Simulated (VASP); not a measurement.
Mo, 1 atom in the cell. The structure is cubic, space group Im-3m (No. 229). The conventional cell has a = 3.230 Å, b = 3.230 Å, c = 3.230 Å, α = 90.00°, β = 90.00°, γ = 90.00°. Within 3.7 Å of Mo (site symmetry m-3m) lie 14 Mo at 2.80 to 3.23 Å.  This cell differs from its parent crystal: volume scaled by 1.06.

- Program: VASP 6.6.1
- Task: single point
- Functional: LDA
- Potentials or basis: VASP PAW LDA potentials, release 64 (Mo_sv)
- Cutoff: 520 eV
- k mesh: 12 × 12 × 12
- Occupations: fermi-dirac, width 0.05 eV
- Spin: no spin polarisation
- Dipole correction: no
- Further INCAR settings: ALGO = Normal; EDIFF = 1e-06; NBANDS = 13

Potentials or basis: VASP PAW LDA potentials, release 64 (Mo_sv).

Run with:

```sh
$ cat potpaw_LDA.64/Mo_sv/POTCAR > POTCAR
$ mpirun -np 1 vasp_std > vasp.out
```

Hardware: 1 thread of Intel(R) Xeon(R) Platinum 8375C CPU @ 2.90GHz (Ice Lake), on a shared host.

Question: Estimate the wall time of this run.

Answer: Wall time 12 s on 1 thread of Intel(R) Xeon(R) Platinum 8375C CPU @ 2.90GHz (Ice Lake), on a shared host, peak memory 0.13 GiB. Counts: scf iterations 11, k points 72.
